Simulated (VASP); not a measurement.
Here is a VASP 6.6.1 calculation.

File INCAR:

```
SYSTEM = Si16C
  PREC = Accurate
  ENCUT = 520
  EDIFF = 1E-6
  ISMEAR = 0
  SIGMA = 0.05
  LREAL = Auto
  LASPH = .True.
  NELM = 150
  ALGO = Normal
  ISIF = 2
  LWAVE = .False.
  LCHARG = .False.
  ISPIN = 2
  MAGMOM = 0 0 0 0 0 0 0 0 0 0 0 0 0 0 0 0 0
  LORBIT = 11
  GGA = PE
  IVDW = 12
  NBANDS = 52
```

Contents of KPOINTS:

```
regular mesh
0
Gamma
  2 2 2
  0 0 0
```

File POSCAR:

```
Si16C
1.0
    0.0000000000      5.4300000000      5.4300000000
    5.4300000000      0.0000000000      5.4300000000
    5.4300000000      5.4300000000      0.0000000000
Si C
16 1
Direct
   -0.0137632597      0.0139892265      0.0139888582
    0.1161799263      0.1481985267      0.1224488029
   -0.0194457643      0.0206008287      0.4957205341
    0.1440835175      0.0649798343      0.6472945672
   -0.0215980663      0.5213240331      0.0120761510
    0.1210899632      0.6396028545      0.1187588398
    0.0569170350      0.4213684162      0.4655980663
    0.0771290055      0.6534052486      0.6440043278
    0.4896744936      0.0157748619      0.0054093002
    0.6136228361      0.1482710866      0.1224567219
    0.5035619705      0.0206608656      0.4957341621
    0.6066920810      0.1561745856      0.6309613260
    0.4887457643      0.5214019337      0.0119651013
    0.6049413444      0.6417879374      0.1488288214
    0.4731018416      0.5308392265      0.5234530387
    0.6259430018      0.6534895948      0.6438870166
    0.8945548803      0.5615276243      0.6498246777
```

Potentials or basis: VASP PAW PBE potentials, release 64 (Si, C).

Command:

```bash
$ cat potpaw_PBE.64/Si/POTCAR potpaw_PBE.64/C/POTCAR > POTCAR
$ mpirun -np 1 vasp_std > vasp.out
```

(1) What does it give for the largest force?

(2) Estimate the dispersion energy per atom.

(3) What does it give for the pressure?

(4) What does it give for the band gap on the k mesh?

## Answers

(1) 0.015 eV/Å.

(2) -0.313 eV.

(3) 1.6 GPa.

(4) zero (filled and empty bands overlap).

Caveat: the k points lie up to 0.50 Å⁻¹ apart, too coarse for converged energies and pressures of a metal.
